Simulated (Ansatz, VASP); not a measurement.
# SiNi2 in VASP and in Ansatz

Contents of INCAR:

```
SYSTEM = SiNi2
ALGO = Fast
EDIFF = 1E-7
ENCUT = 520
GGA = PS
ISIF = 2
ISMEAR = 0
LASPH = .TRUE.
LCHARG = .FALSE.
LREAL = .FALSE.
LWAVE = .FALSE.
NBANDS = 33
NELM = 60
PREC = Accurate
SIGMA = 0.15
```

The input KPOINTS:

```
k-points
0
G
  12 12 10
  0 0 0
```

POSCAR

```
SiNi2
1.0
    3.8104366704      0.0000000000      0.0000000000
   -1.9052183352      3.2999349561      0.0000000000
    0.0000000000      0.0000000000      4.9907400586
Si Ni
2 4
Direct
    0.3333333333      0.6666666667      0.7500000000
    0.6666666667      0.3333333333      0.2500000000
    0.0000000000      0.0000000000      0.0000000000
    0.0000000000      0.0000000000      0.5000000000
    0.3333333333      0.6666666667      0.2500000000
    0.6666666667      0.3333333333      0.7500000000
```

Input for Ansatz:

```yaml
crystal:
  lattice:
    - [3.8104366704, 0.0, 0.0]
    - [-1.9052183352, 3.2999349561, 0.0]
    - [0.0, 0.0, 4.9907400586]
  atoms:
    - { symbol: Si, position: [0.3333333333, 0.6666666667, 0.75] }
    - { symbol: Si, position: [0.6666666667, 0.3333333333, 0.25] }
    - { symbol: Ni, position: [0.0, 0.0, 0.0] }
    - { symbol: Ni, position: [0.0, 0.0, 0.5] }
    - { symbol: Ni, position: [0.3333333333, 0.6666666667, 0.25] }
    - { symbol: Ni, position: [0.6666666667, 0.3333333333, 0.75] }
basis:
  ecutwfc: 420
kpoints:
  mp_grid: { grid: [12, 12, 10] }
hamiltonian:
  xc: pbesol
scf:
  occupations: { method: gaussian, width: 0.15 }
output:
  forces: true
  stress: true
  eigenvalues: true
```

Change from the starting cell: strain -0.015 along x and y, +0.015 along z, atoms carried along.

Alike in both runs: task single point; functional PBEsol; k mesh 12 × 12 × 10; occupations gaussian, width 0.15 eV; no spin polarisation.

|  | VASP | Ansatz |
| --- | --- | --- |
| version | VASP 6.6.1 | Ansatz 0.2.0 |
| potentials or method | VASP PAW PBE potentials, release 64 (Si, Ni), cutoff 520 eV | scalar-relativistic, plane waves, PAW |
| valence electrons in the cell | 48 | 80 |

|  | VASP | Ansatz | Ansatz less VASP |
| --- | --- | --- | --- |
| gap on the k mesh at the Fermi level (eV) | none | none | - |
| pressure (GPa) | 4.8 | 4.6 | -0.19 |
| traceless stress, the component that is largest in VASP (GPa) | -6.16 | -5.99 | +0.165 |

VASP's potentials were made for PBE, not for PBEsol. A gap of «none» marks a metal or a gap that the smearing closes. The functional is the same, so the differences come from potentials, cutoffs and numerics. VASP's potentials hold 48 valence electrons a cell and Ansatz's 80, so a difference there can come from the potentials and not from the codes.
